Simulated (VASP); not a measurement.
Set up this calculation in VASP 6.6.1, as the native input.

| Item | Value |
| --- | --- |
| Task | single point |
| Functional | r2SCAN |
| Potentials or basis | VASP PAW PBE potentials, release 64 (Ti_sv, Al) |
| Cutoff | 520 eV |
| k mesh | 10 × 10 × 10 |
| Occupations | gaussian, width 0.15 eV |
| Spin | no spin polarisation |
| Dipole correction | no |
| Further INCAR settings | ALGO = Normal; EDIFF = 1e-06; NBANDS = 14 |

Crystal: TiAl.

```
Ti Al
1.0
     3.15870    0.05178   -0.03332
     0.05178    3.14304   -0.00179
    -0.03332   -0.00179    3.21229
Ti Al
1 1
Direct
  0.99528 0.99553 0.00411
  0.50472 0.50447 0.49589
```

These files were run (other wordings do the same):

POSCAR

```
TiAl
1.0
    3.1587026027      0.0517822389     -0.0333151504
    0.0517822389      3.1430409076     -0.0017881670
   -0.0333151504     -0.0017881670      3.2122934247
Ti Al
1 1
Direct
   -0.0047234840     -0.0044695537      0.0041129123
    0.5047234840      0.5044695537      0.4958870877
```

INCAR.step1

```
SYSTEM = TiAl
PREC = Accurate
ENCUT = 520
ISMEAR = 0
SIGMA = 0.15
LREAL = .False.
LASPH = .True.
NELM = 60
NBANDS = 14
GGA = PE
ALGO = Normal
EDIFF = 1E-4
LWAVE = .True.
LCHARG = .False.
```

INCAR.step2

```
SYSTEM = TiAl
PREC = Accurate
ENCUT = 520
EDIFF = 1E-6
ISMEAR = 0
SIGMA = 0.15
LREAL = .False.
LASPH = .True.
NELM = 60
ALGO = Normal
ISIF = 2
LWAVE = .False.
LCHARG = .False.
METAGGA = R2SCAN
LMIXTAU = .True.
NBANDS = 14
ISTART = 1
```

KPOINTS

```
Automatic mesh
0
Gamma
  10 10 10
  0 0 0
```

Potentials or basis: VASP PAW PBE potentials, release 64 (Ti_sv, Al).

Launch:

```bash
$ cat potpaw_PBE.64/Ti_sv/POTCAR potpaw_PBE.64/Al/POTCAR > POTCAR
$ cp INCAR.step1 INCAR
$ mpirun -np 1 vasp_std > vasp.out
$ cp INCAR.step2 INCAR
$ mpirun -np 1 vasp_std > vasp.out
```

It gave:

| Property | Result |
| --- | --- |
| Pressure | 0.4 GPa |
| Largest force | 0.305 eV/Å |

Caveat: the PAW data sets were made with another functional, which shifts forces and pressure a little.

Wall time 3.5 min on 1 thread of Intel Xeon 6975P-C (shared host), peak memory 0.34 GiB.
